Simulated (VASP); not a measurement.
A run of VASP 6.6.1 is set up as follows.

File INCAR:

```
PREC = Accurate
ENCUT = 520
EDIFF = 1E-6
ISMEAR = 0
SIGMA = 0.1
LREAL = F
LASPH = T
NELM = 100
ALGO = Normal
ISIF = 2
LWAVE = F
LCHARG = F
GGA = PE
NBANDS = 28
```

Contents of KPOINTS:

```
Automatic mesh
0
Gamma
  4 4 4
```

The input POSCAR:

```
BSe
1.0
   -3.5664518995      3.5664518995      2.6254961238
    3.5664518995     -3.5664518995      2.6254961238
    3.5664518995      3.5664518995     -2.6254961238
B Se
4 4
Direct
    0.7500000000      0.2500000000      0.5000000000
    0.2500000000      0.7500000000      0.5000000000
    0.2500000000      0.2500000000      0.0000000000
    0.7500000000      0.7500000000      0.0000000000
    0.6575266068      0.1575266068      0.8150532136
    0.1575266068      0.3424733932      0.5000000000
    0.3424733932      0.8424733932      0.1849467864
    0.8424733932      0.6575266068      0.5000000000
```

Potentials or basis: VASP PAW PBE potentials, release 64 (B, Se).

Launch:

```bash
$ cat potpaw_PBE.64/B/POTCAR potpaw_PBE.64/Se/POTCAR > POTCAR
$ mpirun -np 1 vasp_std > vasp.out
```

**Question.** What does it give for the largest force?

**Answer.** 0.057 eV/Å.

**Question.** What does it give for the band gap on the k mesh?

**Answer.** Zero (bands 18 and 19 overlap by 0.54 eV).

Forces on the atoms (eV/Å):
```
B    0.000  0.000  0.000
B    0.000  0.000  0.000
B    0.000  0.000  0.000
B    0.000  0.000  0.000
Se   0.040  0.040  0.000
Se  -0.040  0.040  0.000
Se  -0.040 -0.040  0.000
Se   0.040 -0.040  0.000
```

Caveat: the k points lie up to 0.37 Å⁻¹ apart, too coarse for converged energies and pressures of a metal.
